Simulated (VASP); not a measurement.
# In (Im-3m) in VASP: notebook, part 2 of 2

VASP 6.6.1.

### 4 Single point, PBEsol

This run uses another cell than the first one, of 25.76 Å³/atom, 1.165 times its volume.

The input, INCAR:

```
SYSTEM = In
PREC = Accurate ; ENCUT = 520
EDIFF = 1E-7 ; ISMEAR = -1
SIGMA = 0.05 ; LREAL = .False.
LASPH = .True. ; NELM = 60
ALGO = Normal ; ISIF = 2
LWAVE = .False. ; LCHARG = .False.
GGA = PS ; NBANDS = 12
```

The input, KPOINTS:

```
regular mesh
0
Gamma
  10 10 10
  0 0 0
```

The input, POSCAR:

```
In
1.0
   -1.8606021154      1.8606021154      1.8606021154
    1.8606021154     -1.8606021154      1.8606021154
    1.8606021154      1.8606021154     -1.8606021154
In
1
Direct
    0.0000000000      0.0000000000      0.0000000000
```

Potentials or basis: VASP PAW PBE potentials, release 64 (In_d).

Launch:

```
$ cat potpaw_PBE.64/In_d/POTCAR > POTCAR
$ mpirun -np 1 vasp_std > vasp.out
```

OUTCAR:

```text
SYSTEM = In
   PREC = Accurate
   ENCUT = 520
   EDIFF = 1E-7
   ISMEAR = -1
   LREAL = .False.
   LASPH = .True.
   NELM = 60
   ISIF = 2
   GGA = PS

 ion  position               nearest neighbor table
   1  0.000  0.000  0.000-

  LATTYP: Found a body centered cubic cell.
 ALAT       =     3.7212042308

  Lattice vectors:

 A1 = (  -1.8606021154,   1.8606021154,   1.8606021154)
 A2 = (   1.8606021154,  -1.8606021154,   1.8606021154)
 A3 = (   1.8606021154,   1.8606021154,  -1.8606021154)

Analysis of symmetry for initial positions (statically):
=====================================================================
 Subroutine PRICEL returns:
 Original cell was already a primitive cell.

 Routine SETGRP: Setting up the symmetry group for a
 body centered cubic supercell.

 Subroutine GETGRP returns: Found 48 space group operations
 (whereof 48 operations were pure point group operations)
 out of a pool of 48 trial point group operations.

The static configuration has the point symmetry O_h .

Analysis of symmetry for dynamics (positions and initial velocities):
=====================================================================
 Subroutine PRICEL returns:
 Original cell was already a primitive cell.

 Routine SETGRP: Setting up the symmetry group for a
 body centered cubic supercell.

 Subroutine GETGRP returns: Found 48 space group operations
 (whereof 48 operations were pure point group operations)
 out of a pool of 48 trial point group operations.

The dynamic configuration has the point symmetry O_h .

 Subroutine INISYM returns: Found 48 space group operations
 (whereof 48 operations are pure point group operations),
 and found     1 'primitive' translations

----------------------------------------------------------------------------------------

                                     Primitive cell
[... 107 lines left out ...]
   IMIX   =      4    mixing-type and parameters
     AMIX     =   0.40;   BMIX     =  1.00
     AMIX_MAG =   1.60;   BMIX_MAG =  1.00
  volume/ion in A,a.u.               =      25.76       173.87
  Fermi-wavevector in a.u.,A,eV,Ry     =   1.303314  2.462907 23.111234  1.698628
  Thomas-Fermi vector in A             =   2.434324
   LORBIT       =      0    0 simple, 1 ext, 2 COOP (PROOUT), +10 PAW based schemes
   GGA     = PS    functional components
   LHFCALC =     F    Hartree Fock is set to
   AEXX    =    0.0000 exact exchange contribution
   IVDW    =     0    specifies the selected vdW correction
   LEPSILON=     F    determine dielectric tensor
   LRPA    =     F    only Hartree local field effects (RPA)
 non-spin polarized calculation
  energy-cutoff  :      520.00
  volume of cell :       25.76
 maximum number of plane-waves:       706
   NGX = 11   NGY = 11   NGZ = 11

 number of electron      12.9999991 magnetization

 Free energy of the ion-electron system (eV)
  ---------------------------------------------------
  ext. energy  EPLUGINS =         0.00000000
  ---------------------------------------------------
  free energy    TOTEN  =        -2.97757508 eV

  energy without entropy =       -2.97226090  energy(sigma->0) =       -2.97491799

 E-fermi :   7.4558     XC(G=0): -10.4806

 val. band max:        7.4419983417   @ k =   0.3000   0.3000   0.0000
 cond. band min:       7.4767938897   @ k =   0.2000   0.2000   0.2000
 fundamental gap:      0.0347955479
 Fermi energy:         7.4558348584

 k-point     1 :       0.0000    0.0000    0.0000
  band No.  band energies     occupation
      1      -7.0795      2.00000
      2      -7.0795      2.00000
      3      -7.0795      2.00000
      4      -6.7872      2.00000
      5      -6.7872      2.00000
      6      -2.1360      2.00000
      7      18.7918      0.00000
      8      18.7918      0.00000
      9      18.7918      0.00000
     10      20.5848      0.00000
     11      20.5848      0.00000
     12      20.5848      0.00000
[... 331 lines left out ...]
 k-point    24 :      -0.3000    0.3000    0.1000
  band No.  band energies     occupation
      1      -7.1112      2.00000
      2      -7.0458      2.00000
      3      -6.8638      2.00000
      4      -6.8028      2.00000
      5      -6.7811      2.00000
      6       0.2575      2.00000
      7       9.8455      0.00000
      8      13.7638      0.00000
      9      14.9080      0.00000
     10      18.6122      0.00000
     11      19.5485      0.00000
     12      20.4099      0.00000

 [... further k-points ...]
[... 5 lines left out ...]
  --------------------------------------------------------------------------------------
  -------------------------------------------------------------------------------------
  Total       -0.0041532     -0.0041532     -0.0041532      0.0000000      0.0000000      0.0000000
  in kB       -0.2582716     -0.2582716     -0.2582716      0.0000000      0.0000000      0.0000000
  external PRESSURE =      -0.2582716 kB  Pullay stress =       0.0000000 kB

 VOLUME and BASIS-vectors are now :
 -----------------------------------------------------------------------------
  energy-cutoff  :      520.00
  volume of cell :       25.76
      direct lattice vectors                 reciprocal lattice vectors
    -1.860602115  1.860602115  1.860602115     0.000000000  0.268730212  0.268730212
     1.860602115 -1.860602115  1.860602115     0.268730212  0.000000000  0.268730212
     1.860602115  1.860602115 -1.860602115     0.268730212  0.268730212  0.000000000

 POSITION                                       TOTAL-FORCE (eV/Angst)
 -----------------------------------------------------------------------------------
      0.00000      0.00000      0.00000         0.000000      0.000000      0.000000
 -----------------------------------------------------------------------------------
    total drift:                               -0.000000      0.000000      0.000000

  FREE ENERGIE OF THE ION-ELECTRON SYSTEM (eV)
  ---------------------------------------------------
  free  energy   TOTEN  =        -2.9775750834 eV

  energy  without entropy=       -2.9722608999  energy(sigma->0) =       -2.97491799
```

Wall time 5.9 s (1 thread of AMD EPYC 9R45 (Zen 5), shared host); peak memory 0.11 GiB.

Results:

* Free energy: -2.9776 eV
* Pressure: 0.0 GPa

Caveat: the PAW data sets were made with another functional, which shifts forces and pressure a little; spin-orbit coupling is left out, which moves the levels of the heavy elements.

### 5 Overview

| cell | gap on the mesh (eV) | pressure (GPa) |
| --- | --- | --- |
| a = 3.062 Å, angles 109.5°, 1 atom | none | 9.9 |
| a = 3.126 Å, angles 109.5°, 1 atom | none | 5.0 |
| a = 3.223 Å, angles 109.5°, 1 atom | none | 0.0 |

Alike in all rows: task single point; level PBEsol; potentials or basis VASP PAW PBE potentials, release 64 (In_d); no spin polarisation; k mesh 10 × 10 × 10; cutoff (eV) 520; smearing fermi-dirac 0.05 eV.

Caveats: the PAW data sets were made with another functional, which shifts forces and pressure a little; spin-orbit coupling is left out, which moves the levels of the heavy elements.

Total energies depend on the potentials used, so only differences within one code and one set of settings carry meaning.
